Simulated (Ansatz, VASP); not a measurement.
## One calculation of Ge3Pd, two programs

INCAR

```
PREC = Accurate
ENCUT = 520
EDIFF = 1E-6
ISMEAR = -1
SIGMA = 0.05
LREAL = False
LASPH = True
NELM = 80
ALGO = Normal
ISIF = 2
LWAVE = False
LCHARG = False
GGA = CA
NBANDS = 34
```

Contents of KPOINTS:

```
Automatic mesh
0
Gamma
  7 7 7
```

Contents of POSCAR:

```
Ge3Pd
1.0
    4.1142233503      0.0000000000      0.0000000000
    0.0000000000      4.1142233503      0.0000000000
    0.0000000000      0.0000000000      4.1142233503
Pd Ge
1 3
Direct
    0.0000000000      0.0000000000      0.0000000000
    0.5000000000      0.5000000000      0.0000000000
    0.5000000000      0.0000000000      0.5000000000
    0.0000000000      0.5000000000      0.5000000000
```

The input input.yaml:

```yaml
crystal:
  lattice:
    - [4.1142233503, 0.0, 0.0]
    - [0.0, 4.1142233503, 0.0]
    - [0.0, 0.0, 4.1142233503]
  atoms:
    - { symbol: Pd, position: [0.0, 0.0, 0.0] }
    - { symbol: Ge, position: [0.5, 0.5, 0.0] }
    - { symbol: Ge, position: [0.5, 0.0, 0.5] }
    - { symbol: Ge, position: [0.0, 0.5, 0.5] }
kpoints:
  mp_grid: { grid: [7, 7, 7] }
scf:
  occupations: { method: fermi_dirac, width: 0.05 }
hamiltonian:
  xc: lda
  pseudopotentials: { kind: all_electron, lapw: { basis_error: 0.002 } }
output:
  forces: true
  stress: true
  eigenvalues: true
```

Change from the starting cell: volume scaled by 0.98.

Alike in both runs: task single point; functional LDA; k mesh 7 × 7 × 7; occupations fermi-dirac, width 0.05 eV; no spin polarisation.

```csv
,VASP,Ansatz
version,VASP 6.6.1,Ansatz 0.2.0
potentials or method,"VASP PAW LDA potentials, release 64 (Pd, Ge_d), cutoff 520 eV","all-electron LAPW, scalar-relativistic"
```

```tsv
	VASP	Ansatz	Ansatz less VASP
gap on the k mesh at the Fermi level (eV)	none	none	-
pressure (GPa)	-5.3	-5.4	-0.12
```

LDA's correlation is that of Perdew and Zunger in VASP and of Perdew and Wang (1992) in Ansatz. A gap of «none» marks a metal or a gap that the smearing closes. Ansatz ran all-electron here, and VASP with PAW potentials.
